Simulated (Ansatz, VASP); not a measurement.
**One calculation of CdS, two programs**

```
CELL_PARAMETERS angstrom
4.26117 0.00000 0.00000
-2.13058 3.69028 0.00000
0.00000 0.00000 5.80417
ATOMIC_POSITIONS crystal
Cd 0.00000 0.00000 0.44269
S 0.66667 0.33333 0.43431
```

Alike in both runs: task single point; functional HSE06; k mesh 6 × 6 × 4; occupations fermi-dirac, width 0.05 eV; no spin polarisation.

|  | VASP | Ansatz |
| --- | --- | --- |
| version | VASP 6.6.1 | Ansatz 0.2.0 |
| potentials or method | VASP PAW PBE potentials, release 64 (Cd, S), cutoff 520 eV | all-electron PAW datasets made for the crystal |

Ansatz gave:

| Property | Result |
| --- | --- |
| gap on the k mesh at the Fermi level (eV) | 2.48 |
| least direct gap on the mesh (eV) | 2.48 |
| pressure (GPa) | -0.7 |
| traceless stress, the component that is largest in VASP (GPa) | 0.76 |
| rms of the force components (eV/Å) | 0.011 |

Task: Estimate VASP's values.

Result: gap on the k mesh at the Fermi level (eV): 2.48; least direct gap on the mesh (eV): 2.48; pressure (GPa): -0.6; traceless stress, the component that is largest in VASP (GPa): 0.62; rms of the force components (eV/Å): 0.010.

Atom by atom the forces differ by 0.001 eV/Å (rms over components). Ansatz ran all-electron here, and VASP with PAW potentials.
